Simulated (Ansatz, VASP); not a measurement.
**PbF2 in VASP and in Ansatz**

File POSCAR:

```
PbF2
1.0
    0.0000000000      3.0143977500      2.8807545000
    3.0143977500      0.0000000000      2.8807545000
    3.0143977500      3.0143977500      0.0000000000
Pb F
1 2
Direct
    0.0000000000      0.0000000000      0.0000000000
    0.2500000000      0.2500000000      0.2500000000
    0.7500000000      0.7500000000      0.7500000000
```

File INCAR.step1:

```
  PREC = Accurate
  ENCUT = 520
  ISMEAR = 0
  SIGMA = 0.05
  LREAL = F
  LASPH = T
  NELM = 60
  NBANDS = 21
  GGA = PE
  ALGO = Normal
  EDIFF = 1E-4
  LWAVE = T
  LCHARG = F
```

Contents of INCAR.step2:

```
  PREC = Accurate
  ENCUT = 520
  EDIFF = 1E-7
  ISMEAR = 0
  SIGMA = 0.05
  LREAL = F
  LASPH = T
  NELM = 60
  ALGO = Normal
  ISIF = 2
  LWAVE = F
  LCHARG = F
  METAGGA = R2SCAN
  LMIXTAU = T
  NBANDS = 21
  ISTART = 1
```

Contents of KPOINTS:

```
Automatic mesh
0
Gamma
  8 8 8
```

Input for Ansatz:

```yaml
crystal:
  lattice:
    - [0.0, 3.01439775, 2.8807545]
    - [3.01439775, 0.0, 2.8807545]
    - [3.01439775, 3.01439775, 0.0]
  atoms:
    - { symbol: Pb, position: [0.0, 0.0, 0.0] }
    - { symbol: F, position: [0.25, 0.25, 0.25] }
    - { symbol: F, position: [0.75, 0.75, 0.75] }
basis:
  ecutwfc: 500
kpoints:
  mp_grid: { grid: [8, 8, 8] }
hamiltonian:
  xc: r2scan
scf:
  occupations: { method: gaussian, width: 0.05 }
output:
  forces: true
  stress: true
  eigenvalues: true
```

Change from the starting cell: strain +0.015 along x and y, -0.030 along z, atoms carried along.

Alike in both runs: task single point; functional r2SCAN; k mesh 8 × 8 × 8; occupations gaussian, width 0.05 eV; no spin polarisation.

|  | VASP | Ansatz |
| --- | --- | --- |
| version | VASP 6.6.1 | Ansatz 0.2.0 |
| potentials or method | VASP PAW PBE potentials, release 64 (Pb_d, F), cutoff 520 eV | scalar-relativistic, plane waves, PAW |
| valence electrons in the cell | 28 | 28 |

Ansatz gave:

* gap on the k mesh at the Fermi level (eV): 4.75
* least direct gap on the mesh (eV): 5.03
* pressure (GPa): -0.7
* traceless stress, the component that is largest in VASP (GPa): 1.65

Task: What did VASP give for the same quantities?

Result: gap on the k mesh at the Fermi level (eV): 4.75; least direct gap on the mesh (eV): 5.03; pressure (GPa): -0.8; traceless stress, the component that is largest in VASP (GPa): 1.64.

VASP's potentials were made for PBE, not for r2SCAN.

Neither program's run includes spin-orbit coupling.
